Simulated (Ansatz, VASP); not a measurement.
# One calculation of In3P, two programs

```xyz
4
Lattice="1.7670 -2.5130 0.0000 1.7670 2.5130 0.0000 0.0000 0.0000 10.0500" Properties=species:S:1:pos:R:3 pbc="T T T"
In    1.7670    0.0000    7.5448
In    0.0000    0.0000    5.0250
In    1.7670    0.0000    2.5053
P     0.0000    0.0000    0.0000
```

Change from the starting cell: species swapped into the ReW3 type (Cmmm, No. 65).

Alike in both runs: task relaxation of cell and atoms; functional PBE; k mesh 6 × 6 × 2; occupations gaussian, width 0.1 eV; no spin polarisation.

```csv
,VASP,Ansatz
version,VASP 6.6.1,Ansatz 0.2.0
potentials or method,"VASP PAW PBE potentials, release 64 (In_d, P), cutoff 600 eV","scalar-relativistic, plane waves, PAW"
valence electrons in the cell,44,44
```

```csv
,VASP,Ansatz,Ansatz less VASP
"gap on the k mesh at the Fermi level, each at its own relaxed structure (eV)",none,none,-
relaxed volume (Å³/atom),24.40,25.03,+0.630
relaxed cell length with the largest relative difference (Å),8.043,8.835,+0.7919
```

A gap of «none» marks a metal or a gap that the smearing closes. One of these differences is far larger than is usual between the two programs; its cause wasn't traced.

The k mesh is coarse, so the values compare programs but aren't converged. Noted on VASP's run: too few bands were computed for a metal, which touches its energy and stress.
